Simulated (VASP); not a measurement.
Crystal: ReRhO.

```
Re Rh O
1.0
     3.58655    0.00000    0.00000
     0.00000    3.58655    0.00000
     0.00000    0.00000    3.73812
Re Rh O
1 1 1
Cartesian
  1.7933 1.7933 0.0000
  0.0000 0.0000 0.0000
  1.7933 1.7933 1.8691
```

The cell was generated, and may not be a known phase.

* Program: VASP 6.6.1
* Task: relaxation of cell and atoms
* Functional: PBE
* Potentials or basis: VASP PAW PBE potentials, release 64 (Re, Rh_pv, O)
* Cutoff: 600 eV
* k mesh: 6 × 6 × 6
* Occupations: gaussian, width 0.1 eV
* Spin: no spin polarisation

At the start: pressure 1.4 GPa; volume 16.03 Å³/atom.

Question: How do energy, volume and symmetry change on relaxing?

Answer: Over 6 steps the energy falls by 2.9 meV/atom and the volume is 16.05 Å³/atom (+0.1 %); space group P4/mmm (No. 123, to 0.1 Å) before and after.

The path:
| step | energy change (eV) | largest force (eV/Å) | pressure (GPa) | volume (Å³) |
| --- | --- | --- | --- | --- |
| 1 | 0.0000 | 0.0000 | 1.38 | 48.08 |
| 2 | 0.0318 | 0.0000 | -4.85 | 49.03 |
| 3 | -0.0082 | 0.0000 | -0.76 | 48.38 |
| 4 | -0.0082 | 0.0000 | -0.71 | 48.37 |
| 5 | -0.0084 | 0.0000 | 0.57 | 47.98 |
| 6 | -0.0088 | 0.0000 | 0.01 | 48.15 |

Final structure:
```cif
data_structure
_symmetry_space_group_name_H-M 'P 1'
_symmetry_Int_Tables_number 1
_cell_length_a 3.5734
_cell_length_b 3.5734
_cell_length_c 3.7708
_cell_angle_alpha 90.000
_cell_angle_beta 90.000
_cell_angle_gamma 90.000
_cell_volume 48.15
loop_
_atom_site_label
_atom_site_type_symbol
_atom_site_fract_x
_atom_site_fract_y
_atom_site_fract_z
_atom_site_occupancy
Re1 Re 0.50000 0.50000 0.00000 1
Rh1 Rh 0.00000 0.00000 0.00000 1
O1 O 0.50000 0.50000 0.50000 1
```
